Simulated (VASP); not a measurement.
Ni, 4 atoms in the cell. The structure is hexagonal, space group P6_3/mmc (No. 194). The conventional cell has a = 2.501 Å, b = 2.501 Å, c = 8.195 Å, α = 90.00°, β = 90.00°, γ = 120.00°. Ni (site symmetry -3m) has 12 Ni at 2.50 to 2.51 Å within 3.3 Å. Within 3.3 Å of Ni (site symmetry -6m2) lie 12 Ni at 2.50 to 2.51 Å. This isn't the form of Ni at room conditions, which is fcc.

| Item | Value |
| --- | --- |
| Program | VASP 6.6.1 |
| Task | single point |
| Functional | revPBE |
| Potentials or basis | VASP PAW PBE potentials, release 64 (Ni) |
| Cutoff | 520 eV |
| k mesh | 14 × 14 × 4 |
| Occupations | fermi-dirac, width 0.1 eV |
| Spin | no spin polarisation |
| Dipole correction | no |
| Further INCAR settings | ALGO = Normal; EDIFF = 1e-06; NBANDS = 28 |

Potentials or basis: VASP PAW PBE potentials, release 64 (Ni).

Command:

```console
$ cat potpaw_PBE.64/Ni/POTCAR > POTCAR
$ mpirun -np 1 vasp_std > vasp.out
```

Hardware: 1 thread of AMD EPYC 7R13 (shared host).

Q: Estimate the wall time of this run.

A: Wall time 3 min on 1 thread of AMD EPYC 7R13, on a shared host, peak memory 0.17 GiB. Counts: scf iterations 16, k points 72.
